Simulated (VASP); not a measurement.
# BiTe in VASP: single point with r2SCAN

Aim: the single point of BiTe with r2SCAN.

All numbers are computed with VASP 6.6.1; they aren't measurements. Logs are shortened: lines on timing, memory, paths and dates and some standing lists are left out, and cuts for length are marked.

## (1) The cell of the first run

The cell holds a slab with vacuum, 6 atoms: a = 4.598 Å, b = 4.598 Å, c = 24.385 Å, α = 90.00°, β = 90.00°, γ = 120.00°.

## (2) Single point, r2SCAN

Input file POSCAR:

```
BiTe
1.0
    4.5978828789      0.0000000000      0.0000000000
   -2.2989414395      3.9818833768      0.0000000000
    0.0000000000      0.0000000000     24.3853891254
Te Bi
3 3
Direct
    0.3333333333      0.6666666667      0.3075612188
    0.0000000000      0.0000000000      0.4615122438
    0.6666666667      0.3333333333      0.6154632687
    0.6666666667      0.3333333333      0.3845367313
    0.3333333333      0.6666666667      0.5384877562
    0.0000000000      0.0000000000      0.6924387812
```

Input file INCAR.step1:

```
PREC = Accurate ; ENCUT = 520
ISMEAR = 0 ; SIGMA = 0.1
LREAL = False ; LASPH = True
NELM = 100 ; LDIPOL = True
IDIPOL = 3 ; DIPOL = 0.5 0.5 0.500
NBANDS = 40 ; GGA = PE
ALGO = Normal ; EDIFF = 1E-4
LWAVE = True ; LCHARG = False
```

Input file INCAR.step2:

```
PREC = Accurate ; ENCUT = 520
EDIFF = 1E-7 ; ISMEAR = 0
SIGMA = 0.1 ; LREAL = False
LASPH = True ; NELM = 100
ALGO = Normal ; ISIF = 2
LWAVE = False ; LCHARG = False
LDIPOL = True ; IDIPOL = 3
DIPOL = 0.5 0.5 0.500 ; METAGGA = R2SCAN
LMIXTAU = True ; NBANDS = 40
ISTART = 1
```

Input file KPOINTS:

```
Automatic mesh
0
Gamma
  9 9 1
```

Potentials or basis: VASP PAW PBE potentials, release 64 (Te, Bi_d).

The run is started by

```bash
cat potpaw_PBE.64/Te/POTCAR potpaw_PBE.64/Bi_d/POTCAR > POTCAR
cp INCAR.step1 INCAR
mpirun -np 1 vasp_std > vasp.out
cp INCAR.step2 INCAR
mpirun -np 1 vasp_std > vasp.out
```

OUTCAR:

```text
PREC = Accurate
   ENCUT = 520
   EDIFF = 1E-7
   ISMEAR = 0
   LREAL = False
   LASPH = True
   NELM = 100
   ISIF = 2
   METAGGA = R2SCAN
   ISTART = 1

 ion  position               nearest neighbor table
   1  0.333  0.667  0.308-   4 3.25   4 3.25   4 3.25
   2  0.000  0.000  0.462-   5 3.25   5 3.25   5 3.25   4 3.25   4 3.25   4 3.25
   3  0.667  0.333  0.615-   5 3.25   6 3.25   5 3.25   6 3.25   6 3.25   5 3.25
   4  0.667  0.333  0.385-   1 3.25   2 3.25   1 3.25   2 3.25   2 3.25   1 3.25
   5  0.333  0.667  0.538-   2 3.25   2 3.25   2 3.25   3 3.25   3 3.25   3 3.25
   6  0.000  0.000  0.692-   3 3.25   3 3.25   3 3.25

  LATTYP: Found a hexagonal cell.
 ALAT       =     4.5978828789
 C/A-ratio  =     5.3036125033

  Lattice vectors:

 A1 = (   4.5978828789,   0.0000000000,   0.0000000000)
 A2 = (  -2.2989414395,   3.9818833768,   0.0000000000)
 A3 = (   0.0000000000,   0.0000000000,  24.3853891254)

Analysis of symmetry for initial positions (statically):
=====================================================================
 Subroutine PRICEL returns:
 Original cell was already a primitive cell.

 Routine SETGRP: Setting up the symmetry group for a
 hexagonal supercell.

 Subroutine GETGRP returns: Found  6 space group operations
 (whereof  6 operations were pure point group operations)
 out of a pool of 24 trial point group operations.

The static configuration has the point symmetry C_3v.

Analysis of symmetry for dynamics (positions and initial velocities):
=====================================================================
 Subroutine PRICEL returns:
 Original cell was already a primitive cell.

 Routine SETGRP: Setting up the symmetry group for a
 hexagonal supercell.

 Subroutine GETGRP returns: Found  6 space group operations
 (whereof  6 operations were pure point group operations)
 out of a pool of 24 trial point group operations.

The dynamic configuration has the point symmetry C_3v.

 Subroutine INISYM returns: Found  6 space group operations
 (whereof  6 operations are pure point group operations),
 and found     1 'primitive' translations

----------------------------------------------------------------------------------------

                                     Primitive cell

  volume of cell :     446.4534

  direct lattice vectors                    reciprocal lattice vectors
     4.597882879  0.000000000  0.000000000     0.217491403  0.125568720  0.000000000
    -2.298941440  3.981883377  0.000000000     0.000000000  0.251137441  0.000000000
     0.000000000  0.000000000 24.385389125     0.000000000  0.000000000  0.041008163

  length of vectors
     4.597882879  4.597882879 24.385389125     0.251137441  0.251137441  0.041008163

  position of ions in fractional coordinates (direct lattice)
     0.333333333  0.666666667  0.307561219
     0.000000000  0.000000000  0.461512244
     0.666666667  0.333333333  0.615463269
     0.666666667  0.333333333  0.384536731
     0.333333333  0.666666667  0.538487756
     0.000000000  0.000000000  0.692438781

  ion indices of the primitive-cell ions
   primitive index   ion index
                 1           1
                 2           2
                 3           3
                 4           4
                 5           5
                 6           6

----------------------------------------------------------------------------------------

 KPOINTS: Automatic mesh

Automatic generation of k-mesh.
 Grid dimensions read from file:
 generate k-points for:    9    9    1

 Generating k-lattice:

  Cartesian coordinates                     Fractional coordinates (reciprocal lattice)
     0.024165711  0.013952080  0.000000000     0.111111111  0.000000000  0.000000000
     0.000000000  0.027904160  0.000000000     0.000000000  0.111111111  0.000000000
     0.000000000  0.000000000  0.041008163     0.000000000  0.000000000  1.000000000

  Length of vectors
     0.027904160  0.027904160  0.041008163

  Shift w.r.t. Gamma in fractional coordinates (k-lattice)
     0.000000000  0.000000000  0.000000000

 Subroutine IBZKPT returns following result:
 ===========================================

 Found     12 irreducible k-points:

 Following reciprocal coordinates:
            Coordinates               Weight
  0.000000  0.000000  0.000000      1.000000
  0.111111 -0.000000  0.000000      6.000000
  0.222222 -0.000000  0.000000      6.000000
  0.333333 -0.000000  0.000000      6.000000
  0.444444 -0.000000  0.000000      6.000000
  0.111111  0.111111  0.000000      6.000000
  0.222222  0.111111  0.000000     12.000000
  0.333333  0.111111  0.000000     12.000000
  0.444444  0.111111  0.000000      6.000000
  0.222222  0.222222  0.000000      6.000000
  0.333333  0.222222  0.000000     12.000000
  0.333333  0.333333  0.000000      2.000000
   k-points           NKPTS =     12   k-points in BZ     NKDIM =     12   number of bands    NBANDS=     40
   number of dos      NEDOS =    301   number of ions     NIONS =      6
   total plane-waves  NPLWV = 248832
   dimension x,y,z NGX =    36 NGY =   36 NGZ =  192
   dimension x,y,z NGXF=    72 NGYF=   72 NGZF=  384
   ions per type =               3   3
   NGX,Y,Z   is equivalent  to a cutoff of  13.02, 13.02, 13.09 a.u.
   NGXF,Y,Z  is equivalent  to a cutoff of  26.03, 26.03, 26.18 a.u.
 SYSTEM =  unknown system
   PREC   = accura    normal or accurate (medium, high low for compatibility)
   ISTART =      1    job   : 0-new  1-cont  2-samecut
   ICHARG =      0    charge: 1-file 2-atom 10-const
   ISPIN  =      1    spin polarized calculation?
   LNONCOLLINEAR =      F non collinear calculations
   LSORBIT =      F    spin-orbit coupling
   LASPH  =      T    aspherical Exc in radial PAW
   ENCUT  =  520.0 eV  38.22 Ry    6.18 a.u.   8.55  8.55 45.34*2*pi/ulx,y,z
   NELM   =    100;   NELMIN=  2; NELMDL=  0     # of ELM steps
   EDIFF  = 0.1E-06   stopping-criterion for ELM
   LREAL  =      F    real-space projection
   EDIFFG = 0.1E-05   stopping-criterion for IOM
   NSW    =      0    number of steps for IOM
   IBRION =     -1    ionic relax: 0-MD 1-quasi-New 2-CG
   NFREE  =      0    steps in history (QN), initial steepest desc. (CG)
   ISIF   =      2    stress and relaxation
   ISYM   =      2    0-nonsym 1-usesym 2-fastsym
   POTIM  = 0.5000    time-step for ionic-motion
   TEBEG  =    0.0;   TEEND  =   0.0 temperature during run
   PSTRESS=    0.0 pullay stress
   NELECT =      63.0000    total number of electrons
   NUPDOWN=      -1.0000    fix difference up-down
   EMIN   =  10.00;   EMAX   =-10.00  energy-range for DOS
   EFERMI =   0.00;   METHOD = LEGACY
   ISMEAR =     0;   SIGMA  =   0.10  broadening in eV -4-tet -1-fermi 0-gaus
   EFERMI_NEDOS =   21; number of points for ismear=-14 and -15
   IALGO  =     38    algorithm
   IMIX   =      4    mixing-type and parameters
     AMIX     =   0.40;   BMIX     =  1.00
     AMIX_MAG =   1.60;   BMIX_MAG =  1.00
  volume/ion in A,a.u.               =      74.41       502.14
  Fermi-wavevector in a.u.,A,eV,Ry     =   0.852307  1.610628  9.883654  0.726428
  Thomas-Fermi vector in A             =   1.968575
   LORBIT       =      0    0 simple, 1 ext, 2 COOP (PROOUT), +10 PAW based schemes
   METAGGA = R2SCAN    functional components
   LHFCALC =     F    Hartree Fock is set to
   AEXX    =    0.0000 exact exchange contribution
   IVDW    =     0    specifies the selected vdW correction
   LEPSILON=     F    determine dielectric tensor
   LRPA    =     F    only Hartree local field effects (RPA)
 non-spin polarized calculation
 Gauss-broadening in eV      SIGMA  =   0.10
  energy-cutoff  :      520.00
  volume of cell :      446.45
 maximum number of plane-waves:     12085
 NGX is ok and might be reduce to    36
   NGX = 17   NGY = 17   NGZ = 91

 dipolmoment           0.000000      0.000000      0.010129 electrons x Angstroem

 number of electron      62.9999991 magnetization

 dipolmoment           0.000000      0.000000     -0.066347 electrons x Angstroem

 Free energy of the ion-electron system (eV)
  ---------------------------------------------------
  ext. energy  EPLUGINS =         0.00000000
  ---------------------------------------------------
  free energy    TOTEN  =      -250.82662111 eV

  energy without entropy =     -250.77193964  energy(sigma->0) =     -250.79928037

 E-fermi :   0.4616     XC(G=0):  -5.1531

 val. band max:        0.4457926766   @ k =   0.4444  -0.0000   0.0000
 cond. band min:       0.4673765530   @ k =   0.1111  -0.0000   0.0000
 fundamental gap:      0.0215838764
 Fermi energy:         0.4615564823

 k-point     1 :       0.0000    0.0000    0.0000
  band No.  band energies     occupation
      1     -23.7345      2.00000
      2     -23.7345      2.00000
      3     -23.7313      2.00000
      4     -23.7285      2.00000
      5     -23.7285      2.00000
      6     -23.6136      2.00000
[... 32 lines left out ...]
     39       2.2517      0.00000
     40       4.5102      0.00000

 k-point     2 :       0.1111   -0.0000    0.0000
  band No.  band energies     occupation
      1     -23.7351      2.00000
      2     -23.7338      2.00000
      3     -23.7308      2.00000
      4     -23.7288      2.00000
      5     -23.7284      2.00000
      6     -23.6146      2.00000
[... 32 lines left out ...]
     39       2.4531      0.00000
     40       4.5916      0.00000

 k-point     3 :       0.2222   -0.0000    0.0000
  band No.  band energies     occupation
      1     -23.7369      2.00000
      2     -23.7326      2.00000
      3     -23.7303      2.00000
      4     -23.7286      2.00000
      5     -23.7275      2.00000
      6     -23.6170      2.00000
[... 337 lines left out ...]
  band No.  band energies     occupation
      1     -23.7385      2.00000
      2     -23.7343      2.00000
      3     -23.7292      2.00000
      4     -23.7268      2.00000
      5     -23.7250      2.00000
      6     -23.6197      2.00000
[... 32 lines left out ...]
     39       4.1273      0.00000
     40       4.7846      0.00000

 k-point    12 :       0.3333    0.3333    0.0000
  band No.  band energies     occupation
      1     -23.7367      2.00000
      2     -23.7362      2.00000
      3     -23.7271      2.00000
      4     -23.7270      2.00000
      5     -23.7266      2.00000
      6     -23.6181      2.00000
[... 32 lines left out ...]
     39       3.8909      0.00000
     40       5.9763      0.00000

------------------------ aborting loop because EDIFF is reached ----------------------------------------

 vacuum level on the upper side and lower side of the slab       (xc-potential included)        -0.326         0.318

  FORCE on cell =-STRESS in cart. coord.  units (eV):
  Direction    XX          YY          ZZ          XY          YZ          ZX
  --------------------------------------------------------------------------------------
  -------------------------------------------------------------------------------------
  Total       -4.8037937     -4.8037937     -2.5974352      0.0000000     -0.0000000      0.0000000
  in kB      -17.2392672    -17.2392672     -9.3213578      0.0000000     -0.0000000      0.0000000
  external PRESSURE =     -14.5999641 kB  Pullay stress =       0.0000000 kB

 VOLUME and BASIS-vectors are now :
 -----------------------------------------------------------------------------
  energy-cutoff  :      520.00
  volume of cell :      446.45
      direct lattice vectors                 reciprocal lattice vectors
     4.597882879  0.000000000  0.000000000     0.217491403  0.125568720  0.000000000
    -2.298941440  3.981883377  0.000000000     0.000000000  0.251137441  0.000000000
     0.000000000  0.000000000 24.385389125     0.000000000  0.000000000  0.041008163

 POSITION                                       TOTAL-FORCE (eV/Angst)
 -----------------------------------------------------------------------------------
     -0.00000      2.65459      7.50000        -0.000000     -0.000000      1.088631
      0.00000      0.00000     11.25416        -0.000000      0.000000      0.138213
      2.29894      1.32729     15.00831        -0.000000      0.000000      0.043811
      2.29894      1.32729      9.37708        -0.000000     -0.000000     -1.249796
     -0.00000      2.65459     13.13123         0.000000      0.000000      0.219653
      0.00000      0.00000     16.88539         0.000000     -0.000000     -0.240512
 -----------------------------------------------------------------------------------
    total drift:                                0.000000      0.000000      0.003675

  FREE ENERGIE OF THE ION-ELECTRON SYSTEM (eV)
  ---------------------------------------------------
  free  energy   TOTEN  =      -250.8266211056 eV

  energy  without entropy=     -250.7719396386  energy(sigma->0) =     -250.79928037

 vacuum level on the upper side and lower side of the slab         4.730         5.387
```

Wall time 27 min (1 thread of AMD EPYC 9R45 (Zen 5), shared host); peak memory 0.69 GiB.

Results:

* Free energy: -250.8266 eV
* Largest force: 1.250 eV/Å
* Band gap on the k mesh: zero (an odd number of electrons rules out a gap without spin polarisation)

Forces on the atoms (eV/Å):
```
Te   0.000  0.000  1.089
Te   0.000  0.000  0.138
Te   0.000  0.000  0.044
Bi   0.000  0.000 -1.250
Bi   0.000  0.000  0.220
Bi   0.000  0.000 -0.241
```

Caveat: the PAW data sets were made with another functional, which shifts forces and pressure a little; spin-orbit coupling is left out, which moves the levels of the heavy elements.
